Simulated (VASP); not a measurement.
# Sn2H6Pt (Fm-3m) in VASP: notebook

Runs on Sn2H6Pt. Level: PBE. Tasks: single point.

All numbers are computed with VASP 6.6.1; they aren't measurements. Logs are shortened: lines on timing, memory, paths and dates and some standing lists are left out, and cuts for length are marked.

## Step 1: The cell of the first run

It takes space group Fm-3m (No. 225, cubic). Conventional cell: a = 8.485 Å, b = 8.485 Å, c = 8.485 Å, α = 90.00°, β = 90.00°, γ = 90.00°. Sn (site symmetry -43m) has 12 H at 3.00 Å and 4 Pt at 3.67 Å within 3.9 Å. H (site symmetry 4mm) has 1 Pt at 2.12 Å within 2.8 Å. Pt (site symmetry m-3m) has 6 H at 2.12 Å within 2.8 Å.

## Step 2: Single point, PBE

Input file INCAR:

```
PREC = Accurate
ENCUT = 520
EDIFF = 1E-6
ISMEAR = 0
SIGMA = 0.1
LREAL = False
LASPH = True
NELM = 60
ALGO = Normal
ISIF = 2
LWAVE = False
LCHARG = False
GGA = PE
NBANDS = 32
```

Input file KPOINTS:

```
Automatic mesh
0
Gamma
  4 4 4
```

Input file POSCAR:

```
Sn2H6Pt
1.0
    0.0000000000      4.2423483500      4.2423483500
    4.2423483500      0.0000000000      4.2423483500
    4.2423483500      4.2423483500      0.0000000000
Sn H Pt
2 6 1
Direct
    0.2500000000      0.2500000000      0.2500000000
    0.7500000000      0.7500000000      0.7500000000
    0.7500000000      0.2500000000      0.2500000000
    0.2500000000      0.7500000000      0.7500000000
    0.2500000000      0.7500000000      0.2500000000
    0.7500000000      0.2500000000      0.7500000000
    0.2500000000      0.2500000000      0.7500000000
    0.7500000000      0.7500000000      0.2500000000
    0.0000000000      0.0000000000      0.0000000000
```

Potentials or basis: VASP PAW PBE potentials, release 64 (Sn_d, H, Pt).

On the command line:

```sh
cat potpaw_PBE.64/Sn_d/POTCAR potpaw_PBE.64/H/POTCAR potpaw_PBE.64/Pt/POTCAR > POTCAR
mpirun -np 1 vasp_std > vasp.out
```

OUTCAR:

```text
PREC = Accurate
   ENCUT = 520
   EDIFF = 1E-6
   ISMEAR = 0
   LREAL = False
   LASPH = True
   NELM = 60
   ISIF = 2
   GGA = PE

 ion  position               nearest neighbor table
   1  0.250  0.250  0.250-
   2  0.750  0.750  0.750-
   3  0.750  0.250  0.250-   9 2.12
   4  0.250  0.750  0.750-   9 2.12
   5  0.250  0.750  0.250-   9 2.12
   6  0.750  0.250  0.750-   9 2.12
   7  0.250  0.250  0.750-   9 2.12
   8  0.750  0.750  0.250-   9 2.12
   9  0.000  0.000  0.000-   3 2.12   4 2.12   5 2.12   6 2.12   7 2.12   8 2.12

  LATTYP: Found a face centered cubic cell.
 ALAT       =     8.4846967000

  Lattice vectors:

 A1 = (   0.0000000000,   4.2423483500,   4.2423483500)
 A2 = (   4.2423483500,   0.0000000000,   4.2423483500)
 A3 = (   4.2423483500,   4.2423483500,   0.0000000000)

Analysis of symmetry for initial positions (statically):
=====================================================================
 Subroutine PRICEL returns:
 Original cell was already a primitive cell.

 Routine SETGRP: Setting up the symmetry group for a
 face centered cubic supercell.

 Subroutine GETGRP returns: Found 48 space group operations
[... 9 lines left out ...]

 Routine SETGRP: Setting up the symmetry group for a
 face centered cubic supercell.

 Subroutine GETGRP returns: Found 48 space group operations
[... 11 lines left out ...]
                                     Primitive cell

  volume of cell :     152.7035

  direct lattice vectors                    reciprocal lattice vectors
     0.000000000  4.242348350  4.242348350    -0.117859251  0.117859251  0.117859251
     4.242348350  0.000000000  4.242348350     0.117859251 -0.117859251  0.117859251
     4.242348350  4.242348350  0.000000000     0.117859251  0.117859251 -0.117859251

  length of vectors
     5.999586573  5.999586573  5.999586573     0.204138211  0.204138211  0.204138211

  position of ions in fractional coordinates (direct lattice)
     0.250000000  0.250000000  0.250000000
     0.750000000  0.750000000  0.750000000
     0.750000000  0.250000000  0.250000000
     0.250000000  0.750000000  0.750000000
     0.250000000  0.750000000  0.250000000
     0.750000000  0.250000000  0.750000000
     0.250000000  0.250000000  0.750000000
     0.750000000  0.750000000  0.250000000
     0.000000000  0.000000000  0.000000000
[... 67 lines left out ...]
   EDIFF  = 0.1E-05   stopping-criterion for ELM
   LREAL  =      F    real-space projection
   EDIFFG = 0.1E-04   stopping-criterion for IOM
   NSW    =      0    number of steps for IOM
   IBRION =     -1    ionic relax: 0-MD 1-quasi-New 2-CG
   NFREE  =      0    steps in history (QN), initial steepest desc. (CG)
   ISIF   =      2    stress and relaxation
   ISYM   =      2    0-nonsym 1-usesym 2-fastsym
   POTIM  = 0.5000    time-step for ionic-motion
   TEBEG  =    0.0;   TEEND  =   0.0 temperature during run
   PSTRESS=    0.0 pullay stress
   NELECT =      44.0000    total number of electrons
   NUPDOWN=      -1.0000    fix difference up-down
   EMIN   =  10.00;   EMAX   =-10.00  energy-range for DOS
   EFERMI =   0.00;   METHOD = LEGACY
   ISMEAR =     0;   SIGMA  =   0.10  broadening in eV -4-tet -1-fermi 0-gaus
   EFERMI_NEDOS =   21; number of points for ismear=-14 and -15
   IALGO  =     38    algorithm
   IMIX   =      4    mixing-type and parameters
     AMIX     =   0.40;   BMIX     =  1.00
     AMIX_MAG =   1.60;   BMIX_MAG =  1.00
  volume/ion in A,a.u.               =      16.97       114.50
  Fermi-wavevector in a.u.,A,eV,Ry     =   1.081291  2.043344 15.907809  1.169191
  Thomas-Fermi vector in A             =   2.217304
   LORBIT       =      0    0 simple, 1 ext, 2 COOP (PROOUT), +10 PAW based schemes
   GGA     = PE    functional components
   LHFCALC =     F    Hartree Fock is set to
   AEXX    =    0.0000 exact exchange contribution
   IVDW    =     0    specifies the selected vdW correction
   LEPSILON=     F    determine dielectric tensor
   LRPA    =     F    only Hartree local field effects (RPA)
 non-spin polarized calculation
 Gauss-broadening in eV      SIGMA  =   0.10
  energy-cutoff  :      520.00
  volume of cell :      152.70
 maximum number of plane-waves:      4140
 NGX is ok and might be reduce to    48
   NGX = 23   NGY = 23   NGZ = 23

 number of electron      44.0000004 magnetization

 Free energy of the ion-electron system (eV)
  ---------------------------------------------------
  ext. energy  EPLUGINS =         0.00000000
  ---------------------------------------------------
  free energy    TOTEN  =       -27.25393482 eV

  energy without entropy =      -27.22685481  energy(sigma->0) =      -27.24039481

 E-fermi :   2.7058     XC(G=0):  -8.5147

 val. band max:        2.6306290239   @ k =  -0.2500   0.2500   0.0000
 cond. band min:       2.7066303389   @ k =   0.2500   0.0000   0.0000
 fundamental gap:      0.0760013150
 Fermi energy:         2.7058217583

 k-point     1 :       0.0000    0.0000    0.0000
  band No.  band energies     occupation
      1     -19.8718      2.00000
      2     -19.8718      2.00000
      3     -19.8596      2.00000
      4     -19.8596      2.00000
      5     -19.8596      2.00000
      6     -19.8536      2.00000
[... 269 lines left out ...]
     31       9.0530      0.00000
     32       9.0530      0.00000

------------------------ aborting loop because EDIFF is reached ----------------------------------------

  FORCE on cell =-STRESS in cart. coord.  units (eV):
  Direction    XX          YY          ZZ          XY          YZ          ZX
  --------------------------------------------------------------------------------------
  -------------------------------------------------------------------------------------
  Total      -13.6003031    -13.6003031    -13.6003031      0.0000000      0.0000000     -0.0000000
  in kB     -142.6954729   -142.6954729   -142.6954729      0.0000000      0.0000000     -0.0000000
  external PRESSURE =    -142.6954729 kB  Pullay stress =       0.0000000 kB

 VOLUME and BASIS-vectors are now :
 -----------------------------------------------------------------------------
  energy-cutoff  :      520.00
  volume of cell :      152.70
      direct lattice vectors                 reciprocal lattice vectors
     0.000000000  4.242348350  4.242348350    -0.117859251  0.117859251  0.117859251
     4.242348350  0.000000000  4.242348350     0.117859251 -0.117859251  0.117859251
     4.242348350  4.242348350  0.000000000     0.117859251  0.117859251 -0.117859251

 POSITION                                       TOTAL-FORCE (eV/Angst)
 -----------------------------------------------------------------------------------
      2.12117      2.12117      2.12117        -0.000000      0.000000     -0.000000
      6.36352      6.36352      6.36352        -0.000000      0.000000     -0.000000
      2.12117      4.24235      4.24235        -1.507252      0.000000     -0.000000
      6.36352      4.24235      4.24235         1.507252      0.000000     -0.000000
      4.24235      2.12117      4.24235        -0.000000     -1.507252     -0.000000
      4.24235      6.36352      4.24235        -0.000000      1.507252     -0.000000
      4.24235      4.24235      2.12117        -0.000000      0.000000     -1.507252
      4.24235      4.24235      6.36352        -0.000000      0.000000      1.507252
      0.00000      0.00000      0.00000         0.000000      0.000000     -0.000000
 -----------------------------------------------------------------------------------
    total drift:                               -0.000000     -0.000000      0.000000

  FREE ENERGIE OF THE ION-ELECTRON SYSTEM (eV)
  ---------------------------------------------------
  free  energy   TOTEN  =       -27.2539348227 eV

  energy  without entropy=      -27.2268548069  energy(sigma->0) =      -27.24039481
```

OSZICAR:

```text
N       E                     dE             d eps       ncg     rms          rms(c)
DAV:   1     0.355054741992E+03    0.35505E+03   -0.20264E+04   536   0.156E+03
DAV:   2     0.156776841435E+02   -0.33938E+03   -0.32563E+03   512   0.447E+02
DAV:   3    -0.273890815169E+02   -0.43067E+02   -0.41927E+02   624   0.137E+02
DAV:   4    -0.291681081334E+02   -0.17790E+01   -0.17730E+01   560   0.302E+01
DAV:   5    -0.292270198459E+02   -0.58912E-01   -0.58905E-01   752   0.563E+00    0.834E+00
DAV:   6    -0.276365912754E+02    0.15904E+01   -0.41879E+00   536   0.111E+01    0.499E+00
DAV:   7    -0.273004264802E+02    0.33616E+00   -0.15053E+00   608   0.652E+00    0.187E+00
DAV:   8    -0.272510290867E+02    0.49397E-01   -0.26701E-01   584   0.237E+00    0.766E-01
DAV:   9    -0.272541680274E+02   -0.31389E-02   -0.49818E-02   592   0.160E+00    0.450E-01
DAV:  10    -0.272538765289E+02    0.29150E-03   -0.40024E-03   568   0.356E-01    0.113E-01
DAV:  11    -0.272539294245E+02   -0.52896E-04   -0.11408E-03   648   0.244E-01    0.419E-02
DAV:  12    -0.272539310908E+02   -0.16664E-05   -0.90661E-05   576   0.674E-02    0.168E-02
DAV:  13    -0.272539344504E+02   -0.33595E-05   -0.16234E-05   680   0.382E-02    0.544E-03
DAV:  14    -0.272539348227E+02   -0.37233E-06   -0.18387E-06   408   0.930E-03
   1 F= -.27253935E+02 E0= -.27240395E+02  d E =-.270800E-01
```

stdout:

```text
POSCAR found type information on POSCAR SnH Pt
 POSCAR found :  3 types and       9 ions
 scaLAPACK will be used
 LDA part: xc-table for (Slater+PW92), standard interpolation
 POSCAR, INCAR and KPOINTS ok, starting setup
 FFT: planning ... GRIDC
 FFT: planning ... GRID_SOFT
 FFT: planning ... GRID
 WAVECAR not read
 entering main loop
```

Run time: 39 s. Hardware: 1 thread of AMD EPYC 9R45 (Zen 5), shared host; peak memory 0.3 GiB.

What came out:

* Free energy: -27.2539 eV
* Pressure: -14.3 GPa
* Band gap on the k mesh: zero (band 22 reaches 2.74 eV, above the bottom of band 23 at 2.39 eV)

Caveat: spin-orbit coupling is left out, which moves the levels of the heavy elements.

## Step 3: Single point, PBE

This run uses another cell than the first one, of 13.12 Å³/atom, 0.773 times its volume.

Input file INCAR:

```
PREC = Accurate
ENCUT = 520
EDIFF = 1E-6
ISMEAR = 0
SIGMA = 0.1
LREAL = F
LASPH = T
NELM = 100
ALGO = Normal
ISIF = 2
LWAVE = F
LCHARG = F
GGA = PE
NBANDS = 32
```

Input file KPOINTS:

```
regular mesh
0
Gamma
  8 8 8
```

Input file POSCAR:

```
Sn2H6Pt
1.0
    0.0000000000      3.8937170652      3.8937170652
    3.8937170652      0.0000000000      3.8937170652
    3.8937170652      3.8937170652      0.0000000000
Sn H Pt
2 6 1
Direct
    0.2500000000      0.2500000000      0.2500000000
    0.7500000000      0.7500000000      0.7500000000
    0.7820390424      0.2179609576      0.2179609576
    0.2179609576      0.7820390424      0.7820390424
    0.2179609576      0.7820390424      0.2179609576
    0.7820390424      0.2179609576      0.7820390424
    0.2179609576      0.2179609576      0.7820390424
    0.7820390424      0.7820390424      0.2179609576
    0.0000000000      0.0000000000      0.0000000000
```

Potentials or basis: VASP PAW PBE potentials, release 64 (Sn_d, H, Pt).

On the command line:

```sh
cat potpaw_PBE.64/Sn_d/POTCAR potpaw_PBE.64/H/POTCAR potpaw_PBE.64/Pt/POTCAR > POTCAR
mpirun -np 1 vasp_std > vasp.out
```

Run time: 92 s. Hardware: 1 thread of Intel Xeon Platinum 8375C at 2.90GHz (Ice Lake), shared host; peak memory 0.32 GiB.

The run converged. Its results:

| Item | Value |
| --- | --- |
| Free energy | -31.0796 eV |
| Pressure | -0.1 GPa |
| Largest force | 0.014 eV/Å |
| Band gap on the k mesh | zero (band 22 reaches 5.38 eV, above the bottom of band 23 at 4.84 eV) |

Forces in eV/Å, atoms in the order of the input:
```
Sn   0.000  0.000  0.000
Sn   0.000  0.000  0.000
H    0.014  0.000  0.000
H   -0.014  0.000  0.000
H    0.000  0.014  0.000
H    0.000 -0.014  0.000
H    0.000  0.000  0.014
H    0.000  0.000 -0.014
Pt   0.000  0.000  0.000
```

Levels at points of the mesh, in eV from the Fermi level:
| k point | band 19 | band 20 | band 21 | band 22 | band 23 | band 24 | band 25 | band 26 |
| --- | --- | --- | --- | --- | --- | --- | --- | --- |
| (0.00, 0.00, 0.00) | -4.16 | -4.16 | -3.85 | -0.42 | -0.42 | -0.42 | 0.77 | 0.77 |
| (0.50, 0.00, 0.00) | -4.51 | -3.65 | -3.59 | -0.30 | -0.30 | 1.01 | 1.01 | 2.21 |
| (0.50, 0.50, 0.00) | -4.57 | -3.63 | -1.83 | -1.27 | 1.78 | 1.78 | 2.45 | 2.45 |

Caveat: spin-orbit coupling is left out, which moves the levels of the heavy elements.
